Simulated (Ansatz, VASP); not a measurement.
**One calculation of SrCl2, two programs**

Contents of INCAR:

```
SYSTEM = SrCl2
PREC = Accurate
ENCUT = 520
EDIFF = 1E-6
ISMEAR = 0
SIGMA = 0.05
LREAL = .False.
LASPH = .True.
NELM = 80
ALGO = Normal
ISIF = 2
LWAVE = .False.
LCHARG = .True.
GGA = PE
LELF = .True.
LVHAR = .True.
NBANDS = 19
```

File KPOINTS:

```
Automatic mesh
0
Gamma
  6 6 6
  0 0 0
```

The input POSCAR:

```
SrCl2
1.0
    0.0000000000      3.4855000000      3.4855000000
    3.4855000000      0.0000000000      3.4855000000
    3.4855000000      3.4855000000      0.0000000000
Sr Cl
1 2
Direct
    0.0000000000      0.0000000000      0.0000000000
    0.2601435487      0.2398564513      0.2500000000
    0.7601435487      0.7398564513      0.7500000000
```

Input for Ansatz:

```yaml
crystal:
  lattice:
    - [0.0, 3.4855, 3.4855]
    - [3.4855, 0.0, 3.4855]
    - [3.4855, 3.4855, 0.0]
  atoms:
    - { symbol: Sr, position: [0.0, 0.0, 0.0] }
    - { symbol: Cl, position: [0.2601435487, 0.2398564513, 0.25] }
    - { symbol: Cl, position: [0.7601435487, 0.7398564513, 0.75] }
basis:
  ecutwfc: 420
kpoints:
  mp_grid: { grid: [6, 6, 6] }
hamiltonian:
  xc: pbe
scf:
  occupations: { method: gaussian, width: 0.05 }
output:
  forces: true
  stress: true
  eigenvalues: true
```

Change from the starting cell: all Cl atoms moved -0.050 Å, as atom 2 along Cartesian [1 -1 0].

Alike in both runs: task single point; functional PBE; k mesh 6 × 6 × 6; occupations gaussian, width 0.05 eV; no spin polarisation.

```csv
,VASP,Ansatz
version,VASP 6.6.1,Ansatz 0.2.0
potentials or method,"VASP PAW PBE potentials, release 64 (Sr_sv, Cl), cutoff 520 eV","scalar-relativistic, plane waves, PAW"
valence electrons in the cell,24,24
```

|  | VASP | Ansatz | Ansatz less VASP |
| --- | --- | --- | --- |
| gap on the k mesh at the Fermi level (eV) | 5.34 | 5.35 | +0.005 |
| least direct gap on the mesh (eV) | 5.50 | 5.51 | +0.003 |
| pressure (GPa) | 1.2 | 1.1 | -0.08 |
| rms of the force components (eV/Å) | 0.057 | 0.055 | -0.0014 |

Atom by atom the forces differ by 0.001 eV/Å (rms over components).
